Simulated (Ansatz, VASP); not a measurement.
## Si: VASP beside Ansatz

Contents of INCAR:

```
SYSTEM = Si
ALGO     = Normal         ! electronic algorithm
EDIFF    = 1E-6           ! SCF threshold, eV
ENCUT    = 520            ! plane-wave cutoff, eV
GGA      = PE             ! functional
ISIF     = 2              ! what is computed and relaxed
ISMEAR   = 0              ! smearing method
LASPH    = .TRUE.         ! aspherical terms in the spheres
LCHARG   = .FALSE.        ! write CHGCAR
LREAL    = .FALSE.        ! projectors in reciprocal space
LWAVE    = .FALSE.        ! write WAVECAR
NBANDS   = 26             ! bands
NELM     = 60             ! most SCF steps
PREC     = Accurate       ! precision mode
SIGMA    = 0.05           ! smearing width, eV
```

File KPOINTS:

```
k-points
0
G
  10 10 4
  0 0 0
```

Contents of POSCAR:

```
Si
1.0
    0.0000000000      0.0000000000      3.8608359371
    3.3455832253     -3.3455832253     -1.9304179686
    6.6911664507      6.6911664507      0.0000000000
Si
8
Direct
   -0.0641330940      0.0000000000      0.1786105076
    0.4559699897      0.0000000000      0.6786105076
    0.4559699897      0.0000000000      0.3213894924
   -0.0641330940      0.0000000000      0.8213894924
    0.7651322456      0.6427789847      0.0000000000
    0.4858098434      0.6427789847      0.5000000000
    0.1223532609      0.3572210153      0.0000000000
    0.8430308587      0.3572210153      0.5000000000
```

Input for Ansatz:

```yaml
crystal:
  lattice:
    - [0.0, 0.0, 3.8608359371]
    - [3.3455832253, -3.3455832253, -1.9304179686]
    - [6.6911664507, 6.6911664507, 0.0]
  atoms:
    - { symbol: Si, position: [-0.064133094, 0.0, 0.1786105076] }
    - { symbol: Si, position: [0.4559699897, 0.0, 0.6786105076] }
    - { symbol: Si, position: [0.4559699897, 0.0, 0.3213894924] }
    - { symbol: Si, position: [-0.064133094, 0.0, 0.8213894924] }
    - { symbol: Si, position: [0.7651322456, 0.6427789847, 0.0] }
    - { symbol: Si, position: [0.4858098434, 0.6427789847, 0.5] }
    - { symbol: Si, position: [0.1223532609, 0.3572210153, 0.0] }
    - { symbol: Si, position: [0.8430308587, 0.3572210153, 0.5] }
basis:
  ecutwfc: 420
kpoints:
  mp_grid: { grid: [10, 10, 4] }
hamiltonian:
  xc: pbe
  pseudopotentials: { kind: paw, azcp: { folder: soft_1 } }
scf:
  occupations: { method: gaussian, width: 0.05 }
output:
  forces: true
  stress: true
  eigenvalues: true
```

Change from the starting cell: mode 4 frozen in at -0.426 Å and mode 7 at -0.209 Å (largest displacements).

Alike in both runs: task single point; functional PBE; k mesh 10 × 10 × 4; occupations gaussian, width 0.05 eV; no spin polarisation.

|  | VASP | Ansatz |
| --- | --- | --- |
| version | VASP 6.6.1 | Ansatz 0.2.0 |
| potentials or method | VASP PAW PBE potentials, release 64 (Si), cutoff 520 eV | scalar-relativistic, plane waves, PAW |
| valence electrons in the cell | 32 | 32 |

Ansatz gave:

- gap on the k mesh at the Fermi level (eV): none
- pressure (GPa): -1.8
- traceless stress, the component that is largest in VASP (GPa): 0.32
- rms of the force components (eV/Å): 0.575

**Question.** Estimate VASP's values.

**Answer.** gap on the k mesh at the Fermi level (eV): none; pressure (GPa): -1.8; traceless stress, the component that is largest in VASP (GPa): 0.32; rms of the force components (eV/Å): 0.574.

Atom by atom the forces differ by 0.002 eV/Å (rms over components). A gap of «none» marks a metal or a gap that the smearing closes.
